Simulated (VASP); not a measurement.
Write the native input for VASP 6.6.1 that does the following.

| Quantity | Value |
| --- | --- |
| Task | relaxation of cell and atoms |
| Functional | PBE |
| Potentials or basis | VASP PAW PBE potentials, release 64 (Hf_pv, Al, N) |
| Cutoff | 600 eV |
| k mesh | 12 × 12 × 6 |
| Occupations | gaussian, width 0.1 eV |
| Spin | no spin polarisation |
| Dipole correction | no |
| Further INCAR settings | ALGO = Normal; EDIFF = 1e-07; IBRION = 2; EDIFFG = -0.01; NSW = 100; ISIF = 3 |

The structure of Hf2AlN3 lies in POSCAR:

```
Hf2AlN3
1.0
    3.1115977906      0.0000000000      0.0000000000
   -1.5557988953      2.6947227330      0.0000000000
    0.0000000000      0.0000000000      7.7195726726
Hf Al N
2 1 3
Direct
    0.3333333333      0.6666666667      0.6666560795
    0.6666666667      0.3333333333      0.3333439205
    0.0000000000      0.0000000000      0.0000000000
    0.6666666667      0.3333333333      0.8546812405
    0.0000000000      0.0000000000      0.5000000000
    0.3333333333      0.6666666667      0.1453187595
```

The input as run:

INCAR

```
SYSTEM = Hf2AlN3
  PREC = Accurate
  ENCUT = 600
  EDIFF = 1E-7
  ISMEAR = 0
  SIGMA = 0.1
  LREAL = .FALSE.
  LASPH = .TRUE.
  NELM = 120
  ALGO = Normal
  ISIF = 3
  LWAVE = .FALSE.
  LCHARG = .FALSE.
  GGA = PE
  IBRION = 2
  NSW = 100
  EDIFFG = -0.01
  GGA_COMPAT = .FALSE.
  NELMIN = 4
```

KPOINTS

```
regular mesh
0
G
  12 12 6
  0 0 0
```

Potentials or basis: VASP PAW PBE potentials, release 64 (Hf_pv, Al, N).

Launch:

```console
$ cat potpaw_PBE.64/Hf_pv/POTCAR potpaw_PBE.64/Al/POTCAR potpaw_PBE.64/N/POTCAR > POTCAR
$ mpirun -np 1 vasp_std > vasp.out
```

It gave:

- Relaxed volume: 10.72 Å³/atom
- Relaxed cell: a = 3.102 Å, b = 3.102 Å, c = 7.717 Å, α = 90.00°, β = 90.00°, γ = 120.00°
- Space group after relaxing (to 0.1 Å): P-3m1 (No. 164)
- Energy gained by relaxing: 0.4 meV/atom
- Ionic steps: 7
- Pressure after relaxing: 0.0 GPa
- Largest force after relaxing: 0.005 eV/Å
- Band gap on the k mesh: zero (bands 19 and 20 overlap by 1.63 eV)

Caveat: spin-orbit coupling is left out, which moves the levels of the heavy elements.

Run time: 19 min on 1 thread of Intel Xeon 8259CL, on a shared host, peak memory 0.35 GiB.
